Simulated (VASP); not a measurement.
CuSi16 (a cell with a defect): single point with PBE

System: CuSi16 (a cell with a defect).

```
Si Cu
1.0
     0.00000    5.43000    5.43000
     5.43000    0.00000    5.43000
     5.43000    5.43000    0.00000
Si Cu
16 1
Direct
  0.00480 0.00486 0.98554
  0.12791 0.12800 0.11119
  0.00609 0.00615 0.48565
  0.12929 0.12932 0.61218
  0.99208 0.50030 0.00764
  0.12810 0.63290 0.11131
  0.00635 0.50240 0.48575
  0.12042 0.63030 0.61944
  0.50021 0.99217 0.00764
  0.63286 0.12817 0.11130
  0.50233 0.00642 0.48574
  0.63023 0.12051 0.61943
  0.50046 0.50053 0.00763
  0.61218 0.61229 0.16369
  0.48874 0.48880 0.53512
  0.63064 0.63070 0.61968
  0.73647 0.73657 0.79248
```

* Program: VASP 6.6.1
* Task: single point
* Functional: PBE
* Potentials or basis: VASP PAW PBE potentials, release 64 (Si, Cu)
* Cutoff: 520 eV
* k mesh: 2 × 2 × 2
* Occupations: gaussian, width 0.02 eV
* Spin: no spin polarisation

* Largest force: 0.013 eV/Å

Forces in eV/Å, atoms in the order of the input:
```
Si   0.002  0.002 -0.004
Si   0.003  0.003  0.002
Si   0.000 -0.001 -0.004
Si   0.001 -0.001  0.012
Si  -0.002  0.003  0.000
Si   0.001 -0.001  0.001
Si  -0.006  0.005 -0.008
Si   0.000  0.009  0.004
Si   0.003 -0.003  0.000
Si   0.000 -0.001  0.000
Si   0.004 -0.004 -0.006
Si   0.007  0.000  0.003
Si  -0.005 -0.005 -0.007
Si   0.007  0.008  0.002
Si  -0.004 -0.006  0.003
Si  -0.003 -0.003 -0.006
Cu  -0.008 -0.008  0.007
```

Levels at points of the mesh, in eV from the Fermi level:
```
           k point  band 33  band 34  band 35  band 36  band 37  band 38  band 39  band 40  band 41  band 42
(0.00, 0.00, 0.00)    -0.79    -0.79    -0.55    -0.09    -0.09     0.27     0.70     0.71     0.73     0.75
(0.50, 0.00, 0.00)    -1.91    -0.80    -0.75    -0.66    -0.58     0.68     1.18     1.38     1.42     1.59
(0.00, 0.50, 0.00)    -1.91    -0.80    -0.75    -0.66    -0.58     0.68     1.18     1.38     1.42     1.59
(0.00, 0.00, 0.50)    -1.91    -0.82    -0.82    -0.63    -0.63     0.52     1.35     1.43     1.43     1.54
(0.50, 0.50, 0.50)    -1.91    -0.80    -0.75    -0.66    -0.57     0.68     1.18     1.38     1.42     1.60
(0.50, 0.50, 0.00)    -1.73    -1.42    -1.34    -1.31    -0.86     0.77     1.16     2.12     2.17     2.24
(0.00, 0.50, 0.50)    -1.73    -1.42    -1.34    -1.31    -0.86     0.77     1.16     2.12     2.17     2.24
(0.50, 0.00, 0.50)    -1.73    -1.42    -1.34    -1.31    -0.86     0.77     1.16     2.12     2.17     2.24
```

Wall time 7.4 min on 1 thread of Intel(R) Xeon(R) Platinum 8124M CPU @ 3.00GHz (Skylake/Cascade Lake), on a shared host, peak memory 0.5 GiB.

Caveat: the k points lie up to 0.50 Å⁻¹ apart; the cell carries a net charge on a neutralising background, which shifts energy and pressure; the cell is charged against a uniform background, so pressure and absolute levels hang on convention.
